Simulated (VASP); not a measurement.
Input of a VASP 6.6.1 run:

The input INCAR:

```
PREC = Accurate ; ENCUT = 600
EDIFF = 1E-6 ; ISMEAR = 0
SIGMA = 0.05 ; LREAL = F
LASPH = T ; NELM = 60
ALGO = Normal ; ISIF = 4
LWAVE = F ; LCHARG = F
GGA = PS ; IBRION = 2
NSW = 60 ; EDIFFG = -0.01
```

File KPOINTS:

```
Automatic mesh
0
Gamma
  10 10 6
```

POSCAR

```
ReSb2
1.0
    3.3804016710      0.0000000000      0.0000000000
   -1.6902008355      2.9275137221      0.0000000000
    0.0000000000      0.0000000000      6.3967366289
Re Sb
1 2
Direct
    0.0000000000      0.0000000000      0.0000000000
    0.3333333333      0.6666666667      0.2889214890
    0.6666666667      0.3333333333      0.7110785110
```

Potentials or basis: VASP PAW PBE potentials, release 64 (Re, Sb).

Command:

```sh
$ cat potpaw_PBE.64/Re/POTCAR potpaw_PBE.64/Sb/POTCAR > POTCAR
$ mpirun -np 1 vasp_std > vasp.out
```

Task: Estimate the band gap on the k mesh.

Result: Zero (an odd number of electrons rules out a gap without spin polarisation).

Final structure:
```cif
data_structure
_symmetry_space_group_name_H-M 'P 1'
_symmetry_Int_Tables_number 1
_cell_length_a 3.3889
_cell_length_b 3.3889
_cell_length_c 6.3646
_cell_angle_alpha 90.000
_cell_angle_beta 90.000
_cell_angle_gamma 120.000
_cell_volume 63.30
loop_
_atom_site_label
_atom_site_type_symbol
_atom_site_fract_x
_atom_site_fract_y
_atom_site_fract_z
_atom_site_occupancy
Re1 Re 0.00000 0.00000 0.00000 1
Sb1 Sb 0.33333 0.66667 0.29201 1
Sb2 Sb 0.66667 0.33333 0.70799 1
```

Caveat: spin-orbit coupling is left out, which moves the levels of the heavy elements.
